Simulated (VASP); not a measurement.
A run of VASP 6.6.1:

File INCAR:

```
SYSTEM = V
PREC = Accurate
ENCUT = 520
EDIFF = 1E-6
ISMEAR = 0
SIGMA = 0.1
LREAL = .FALSE.
LASPH = .TRUE.
NELM = 100
ALGO = Normal
ISIF = 2
LWAVE = .FALSE.
LCHARG = .TRUE.
GGA = PE
LELF = .TRUE.
LVHAR = .TRUE.
NBANDS = 12
```

KPOINTS

```
Automatic mesh
0
G
  20 20 20
  0 0 0
```

The input POSCAR:

```
V
1.0
   -1.4985098874      1.4985098874      1.4985098874
    1.4985098874     -1.4985098874      1.4985098874
    1.4985098874      1.4985098874     -1.4985098874
V
1
Direct
    0.0000000000      0.0000000000      0.0000000000
```

Potentials or basis: VASP PAW PBE potentials, release 64 (V_sv).

Command:

```console
$ cat potpaw_PBE.64/V_sv/POTCAR > POTCAR
$ mpirun -np 1 vasp_std > vasp.out
```

Hardware: 1 thread of Intel(R) Xeon(R) 6975P-C (Granite Rapids), with other jobs on the host.

Problem. How long does it take, and how much memory?

Solution. It took 12 s on 1 thread of Intel(R) Xeon(R) 6975P-C (Granite Rapids), with other jobs on the host, peak memory 0.15 GiB. Counts: scf iterations 11, k points 256.
